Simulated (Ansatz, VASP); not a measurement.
**Al3GaN4: VASP beside Ansatz**

```
Al Ga N
1.0
     4.40124    0.00000    0.00000
     0.00000    4.40124    0.00000
     0.00000    0.00000    4.40124
Al Ga N
3 1 4
Direct
  0.50000 0.48754 0.00000
  0.50000 0.95740 0.50000
  0.00000 0.48754 0.50000
  0.00000 0.03605 0.00000
  0.75603 0.73211 0.24397
  0.73289 0.24320 0.73289
  0.24397 0.73211 0.75603
  0.26711 0.24320 0.26711
```

Change from the starting cell: mode 4 (254.0 1/cm) frozen in, largest displacement +0.188 Å.

Alike in both runs: task single point; functional r2SCAN; k mesh 6 × 6 × 6; occupations gaussian, width 0.05 eV; no spin polarisation.

|  | VASP | Ansatz |
| --- | --- | --- |
| version | VASP 6.6.1 | Ansatz 0.2.0 |
| potentials or method | VASP PAW PBE potentials, release 64 (Al, Ga_d, N), cutoff 520 eV | scalar-relativistic, plane waves, PAW |
| valence electrons in the cell | 42 | 42 |

Ansatz gave:

| Quantity | Value |
| --- | --- |
| gap on the k mesh at the Fermi level (eV) | 3.68 |
| least direct gap on the mesh (eV) | 3.69 |
| pressure (GPa) | -0.1 |
| traceless stress, the component that is largest in VASP (GPa) | 1.59 |
| rms of the force components (eV/Å) | 0.588 |

Q: Which values does VASP return?

A: gap on the k mesh at the Fermi level (eV): 3.67; least direct gap on the mesh (eV): 3.69; pressure (GPa): -0.1; traceless stress, the component that is largest in VASP (GPa): 1.71; rms of the force components (eV/Å): 0.591.

VASP's potentials were made for PBE, not for r2SCAN. Atom by atom the forces differ by 0.031 eV/Å (rms over components).
